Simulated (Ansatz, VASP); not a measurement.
# TiAl: VASP beside Ansatz

The input INCAR:

```
SYSTEM = TiAl
ALGO = Fast
EDIFF = 1E-7
ENCUT = 520
GGA = PS
ISIF = 2
ISMEAR = 0
LASPH = .True.
LCHARG = .False.
LREAL = .False.
LWAVE = .False.
NBANDS = 14
NELM = 80
PREC = Accurate
SIGMA = 0.15
```

The input KPOINTS:

```
k-points
0
Gamma
  16 16 16
  0 0 0
```

The input POSCAR:

```
TiAl
1.0
    3.0131132639      0.0000000000      0.0000000000
    0.0000000000      3.0131132639      0.0000000000
    0.0000000000      0.0000000000      3.4626697629
Ti Al
1 1
Direct
    0.0000000000      0.0000000000      0.0000000000
    0.5000000000      0.5000000000      0.5000000000
```

Input for Ansatz:

```yaml
crystal:
  lattice:
    - [3.0131132639, 0.0, 0.0]
    - [0.0, 3.0131132639, 0.0]
    - [0.0, 0.0, 3.4626697629]
  atoms:
    - { symbol: Ti, position: [0.0, 0.0, 0.0] }
    - { symbol: Al, position: [0.5, 0.5, 0.5] }
basis:
  ecutwfc: 520.0
kpoints:
  mp_grid: { grid: [16, 16, 16] }
hamiltonian:
  xc: pbesol
  pseudopotentials: { kind: paw, azcp: { folder: soft_1 } }
scf:
  occupations: { method: gaussian, width: 0.15 }
output:
  forces: true
  stress: true
  eigenvalues: true
```

Alike in both runs: task single point; functional PBEsol; k mesh 16 × 16 × 16; occupations gaussian, width 0.15 eV; no spin polarisation.

|  | VASP | Ansatz |
| --- | --- | --- |
| version | VASP 6.6.1 | Ansatz 0.2.0 |
| potentials or method | VASP PAW PBE potentials, release 64 (Ti_sv, Al), cutoff 520 eV | scalar-relativistic, plane waves, PAW |
| valence electrons in the cell | 15 | 15 |

|  | VASP | Ansatz | Ansatz less VASP |
| --- | --- | --- | --- |
| gap on the k mesh at the Fermi level (eV) | none | none | - |
| pressure (GPa) | 0.2 | 0.1 | -0.09 |
| traceless stress, the component that is largest in VASP (GPa) | 6.03 | 6.04 | +0.008 |

VASP's potentials were made for PBE, not for PBEsol, and Ansatz warns of the same on its side. A gap of «none» marks a metal or a gap that the smearing closes. The functional is the same, so the differences come from potentials, cutoffs and numerics.
